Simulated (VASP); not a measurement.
Here is a VASP 6.6.1 calculation.

File INCAR:

```
SYSTEM = InGa5As6
PREC     = Accurate       ! precision mode
ENCUT    = 520            ! plane-wave cutoff, eV
EDIFF    = 1E-6           ! SCF threshold, eV
ISMEAR   = 0              ! smearing method
SIGMA    = 0.1            ! smearing width, eV
LREAL    = .False.        ! projectors in reciprocal space
LASPH    = .True.         ! aspherical terms in the spheres
NELM     = 60             ! most SCF steps
ALGO     = Normal         ! electronic algorithm
ISIF     = 2              ! what is computed and relaxed
LWAVE    = .False.        ! write WAVECAR
LCHARG   = .False.        ! write CHGCAR
GGA      = PE             ! functional
NBANDS   = 66             ! bands
```

File KPOINTS:

```
Automatic mesh
0
Gamma
  4 4 1
  0 0 0
```

The input POSCAR:

```
InGa5As6
1.0
    4.1487193443      0.0000000000      0.0000000000
    0.0000000000      4.1487193443      0.0000000000
    0.0000000000      0.0000000000     17.3345843124
In Ga As
1 5 6
Direct
    0.0000000000      0.0000000000      0.5000000000
    0.0000000000      0.0000000000      0.8376316889
    0.5000000000      0.5000000000      0.0000000000
    0.0000000000      0.0000000000      0.1623683111
    0.5000000000      0.5000000000      0.3248168066
    0.5000000000      0.5000000000      0.6751831934
    0.5000000000      0.0000000000      0.0811513295
    0.0000000000      0.5000000000      0.2435082655
    0.5000000000      0.0000000000      0.4051709001
    0.0000000000      0.5000000000      0.5948290999
    0.5000000000      0.0000000000      0.7564917345
    0.0000000000      0.5000000000      0.9188486705
```

Potentials or basis: VASP PAW PBE potentials, release 64 (In_d, Ga_d, As).

The run is started by

```console
$ cat potpaw_PBE.64/In_d/POTCAR potpaw_PBE.64/Ga_d/POTCAR potpaw_PBE.64/As/POTCAR > POTCAR
$ mpirun -np 1 vasp_std > vasp.out
```

Problem. Estimate the largest force.

Solution. 0.035 eV/Å.

Problem. What does it give for the pressure?

Solution. 0.1 GPa.

Forces in eV/Å, atoms in the order of the input:
```
In   0.000  0.000  0.000
Ga   0.000  0.000  0.005
Ga   0.000  0.000  0.000
Ga   0.000  0.000 -0.005
Ga   0.000  0.000  0.000
Ga   0.000  0.000  0.000
As   0.000  0.000  0.001
As   0.000  0.000 -0.001
As   0.000  0.000  0.035
As   0.000  0.000 -0.035
As   0.000  0.000  0.001
As   0.000  0.000 -0.001
```

Caveat: the k points lie up to 0.38 Å⁻¹ apart.
